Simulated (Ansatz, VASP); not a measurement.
## AlGa3N4: VASP beside Ansatz

File POSCAR:

```
AlGa3N4
1.0
    0.0000000000     -3.1634143063      0.0000000000
    0.0036943786      0.0000000000     -5.4769945779
   10.2778404038     -0.3163414306      0.0000343770
Al Ga N
2 6 8
Direct
    0.4154358557      0.3327017646      0.8456414426
    0.4654358557      0.3327017646      0.3456414426
    0.4905064356      0.6649393012      0.0949356435
    0.4405064356      0.6649393012      0.5949356435
   -0.0094975596      0.1685429296      0.0949755958
   -0.0594975596      0.1685429296      0.5949755958
   -0.0345280499      0.8338086149      0.3452804992
   -0.0845280499      0.8338086149      0.8452804992
    0.4094943478      0.6593989656      0.9050565220
    0.4594943478      0.6593989656      0.4050565220
   -0.0904015521      0.1740689627      0.9040155213
   -0.0404015521      0.1740689627      0.4040155213
   -0.0155469775      0.8338062859      0.1554697749
   -0.0655469775      0.8338062859      0.6554697749
    0.4838774994      0.3327321755      0.1612250056
    0.4338774994      0.3327321755      0.6612250056
```

Contents of INCAR.step1:

```
SYSTEM = AlGa3N4
PREC = Accurate
ENCUT = 520
ISMEAR = 0
SIGMA = 0.05
LREAL = Auto
LASPH = .True.
NELM = 80
NBANDS = 76
GGA = PE
ALGO = Normal
EDIFF = 1E-4
LWAVE = .True.
LCHARG = .False.
```

Contents of INCAR.step2:

```
SYSTEM = AlGa3N4
PREC = Accurate
ENCUT = 520
EDIFF = 1E-6
ISMEAR = 0
SIGMA = 0.05
LREAL = Auto
LASPH = .True.
NELM = 80
ALGO = Normal
ISIF = 2
LWAVE = .False.
LCHARG = .False.
METAGGA = R2SCAN
LMIXTAU = .True.
NBANDS = 76
ISTART = 1
```

The input KPOINTS:

```
regular mesh
0
Gamma
  7 4 3
  0 0 0
```

Input for Ansatz:

```yaml
crystal:
  lattice:
    - [0.0, -3.1634143063, 0.0]
    - [0.0036943786, 0.0, -5.4769945779]
    - [10.2778404038, -0.3163414306, 3.4377e-05]
  atoms:
    - { symbol: Al, position: [0.4154358557, 0.3327017646, 0.8456414426] }
    - { symbol: Al, position: [0.4654358557, 0.3327017646, 0.3456414426] }
    - { symbol: Ga, position: [0.4905064356, 0.6649393012, 0.0949356435] }
    - { symbol: Ga, position: [0.4405064356, 0.6649393012, 0.5949356435] }
    - { symbol: Ga, position: [-0.0094975596, 0.1685429296, 0.0949755958] }
    - { symbol: Ga, position: [-0.0594975596, 0.1685429296, 0.5949755958] }
    - { symbol: Ga, position: [-0.0345280499, 0.8338086149, 0.3452804992] }
    - { symbol: Ga, position: [-0.0845280499, 0.8338086149, 0.8452804992] }
    - { symbol: "N", position: [0.4094943478, 0.6593989656, 0.905056522] }
    - { symbol: "N", position: [0.4594943478, 0.6593989656, 0.405056522] }
    - { symbol: "N", position: [-0.0904015521, 0.1740689627, 0.9040155213] }
    - { symbol: "N", position: [-0.0404015521, 0.1740689627, 0.4040155213] }
    - { symbol: "N", position: [-0.0155469775, 0.8338062859, 0.1554697749] }
    - { symbol: "N", position: [-0.0655469775, 0.8338062859, 0.6554697749] }
    - { symbol: "N", position: [0.4838774994, 0.3327321755, 0.1612250056] }
    - { symbol: "N", position: [0.4338774994, 0.3327321755, 0.6612250056] }
basis:
  ecutwfc: 500
kpoints:
  mp_grid: { grid: [7, 4, 3] }
hamiltonian:
  xc: r2scan
scf:
  occupations: { method: gaussian, width: 0.05 }
output:
  forces: true
  stress: true
  eigenvalues: true
```

Alike in both runs: task single point; functional r2SCAN; k mesh 7 × 4 × 3; occupations gaussian, width 0.05 eV; no spin polarisation.

|  | VASP | Ansatz |
| --- | --- | --- |
| version | VASP 6.6.1 | Ansatz 0.2.0 |
| potentials or method | VASP PAW PBE potentials, release 64 (Al, Ga_d, N), cutoff 520 eV | scalar-relativistic, plane waves, PAW |
| valence electrons in the cell | 124 | 124 |

Ansatz gave:

| Property | Result |
| --- | --- |
| gap on the k mesh at the Fermi level (eV) | 2.80 |
| least direct gap on the mesh (eV) | 2.80 |
| pressure (GPa) | -0.2 |
| traceless stress, the component that is largest in VASP (GPa) | 2.79 |
| rms of the force components (eV/Å) | 0.149 |

Question: What did VASP give for the same quantities?

Answer: gap on the k mesh at the Fermi level (eV): 2.80; least direct gap on the mesh (eV): 2.80; pressure (GPa): 0.5; traceless stress, the component that is largest in VASP (GPa): 2.76; rms of the force components (eV/Å): 0.149.

VASP's potentials were made for PBE, not for r2SCAN. Atom by atom the forces differ by 0.029 eV/Å (rms over components). The functional is the same, so the differences come from potentials, cutoffs and numerics.
